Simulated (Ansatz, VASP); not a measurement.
Two plane-wave programs on C

```
C
1.0
     2.46125    0.00000    0.00000
    -1.23062    2.13150    0.00000
     0.00000    0.00000    4.16251
C
4
Direct
  0.33333 0.66667 0.00006
  0.66667 0.33333 0.50006
  0.33333 0.66667 0.37394
  0.66667 0.33333 0.87394
```

Change from the starting cell: strained cell.

Alike in both runs: task relaxation of the atoms; functional PBEsol; k mesh 9 × 9 × 6; occupations gaussian, width 0.02 eV; no spin polarisation.

|  | VASP | Ansatz |
| --- | --- | --- |
| version | VASP 6.6.1 | Ansatz 0.2.0 |
| potentials or method | VASP PAW PBE potentials, release 64 (C), cutoff 520 eV | scalar-relativistic, plane waves, PAW |
| valence electrons in the cell | 16 | 16 |

VASP gave:

- gap on the k mesh at the Fermi level, each at its own relaxed structure (eV): 2.87

Problem. Which values does Ansatz return?

Solution. gap on the k mesh at the Fermi level, each at its own relaxed structure (eV): 2.89.

VASP's potentials were made for PBE, not for PBEsol, and Ansatz warns of the same on its side. Ansatz's warnings: stress scf threshold loose.
